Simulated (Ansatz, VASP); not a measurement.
Two plane-wave programs on GaAs

The input INCAR:

```
SYSTEM = GaAs
PREC     = Accurate       ! precision mode
ENCUT    = 520            ! plane-wave cutoff, eV
EDIFF    = 1E-7           ! SCF threshold, eV
ISMEAR   = 0              ! smearing method
SIGMA    = 0.05           ! smearing width, eV
LREAL    = .False.        ! projectors in reciprocal space
LASPH    = .True.         ! aspherical terms in the spheres
NELM     = 100            ! most SCF steps
ALGO     = Normal         ! electronic algorithm
ISIF     = 2              ! what is computed and relaxed
LWAVE    = .False.        ! write WAVECAR
LCHARG   = .True.         ! write CHGCAR
GGA      = PE             ! functional
LELF     = .True.         ! ELF
LVHAR    = .True.       
NBANDS   = 16             ! bands
```

The input KPOINTS:

```
Automatic mesh
0
Gamma
  10 10 10
  0 0 0
```

File POSCAR:

```
GaAs
1.0
    0.0000000000      2.6855075000      2.9681925000
    2.6855075000      0.0000000000      2.9681925000
    2.6855075000      2.6855075000      0.0000000000
Ga As
1 1
Direct
    0.0000000000      0.0000000000      0.0000000000
    0.7500000000      0.7500000000      0.7500000000
```

Input for Ansatz:

```yaml
crystal:
  lattice:
    - [0.0, 2.6855075, 2.9681925]
    - [2.6855075, 0.0, 2.9681925]
    - [2.6855075, 2.6855075, 0.0]
  atoms:
    - { symbol: Ga, position: [0.0, 0.0, 0.0] }
    - { symbol: As, position: [0.75, 0.75, 0.75] }
basis:
  ecutwfc: 420
kpoints:
  mp_grid: { grid: [10, 10, 10] }
hamiltonian:
  xc: pbe
scf:
  occupations: { method: gaussian, width: 0.05 }
output:
  forces: true
  stress: true
  eigenvalues: true
```

Change from the starting cell: strain -0.050 along x and y, +0.050 along z, atoms carried along.

Alike in both runs: task single point; functional PBE; k mesh 10 × 10 × 10; occupations gaussian, width 0.05 eV; no spin polarisation.

```csv
,VASP,Ansatz
version,VASP 6.6.1,Ansatz 0.2.0
potentials or method,"VASP PAW PBE potentials, release 64 (Ga_d, As), cutoff 520 eV","scalar-relativistic, plane waves, PAW"
valence electrons in the cell,18,28
```

|  | VASP | Ansatz | Ansatz less VASP |
| --- | --- | --- | --- |
| gap on the k mesh at the Fermi level (eV) | 0.61 | 0.60 | -0.007 |
| least direct gap on the mesh (eV) | 0.61 | 0.60 | -0.007 |
| pressure (GPa) | 7.9 | 7.7 | -0.23 |
| traceless stress, the component that is largest in VASP (GPa) | -4.79 | -4.80 | -0.013 |

The functional is the same, so the differences come from potentials, cutoffs and numerics. VASP's potentials hold 18 valence electrons a cell and Ansatz's 28, so a difference there can come from the potentials and not from the codes.
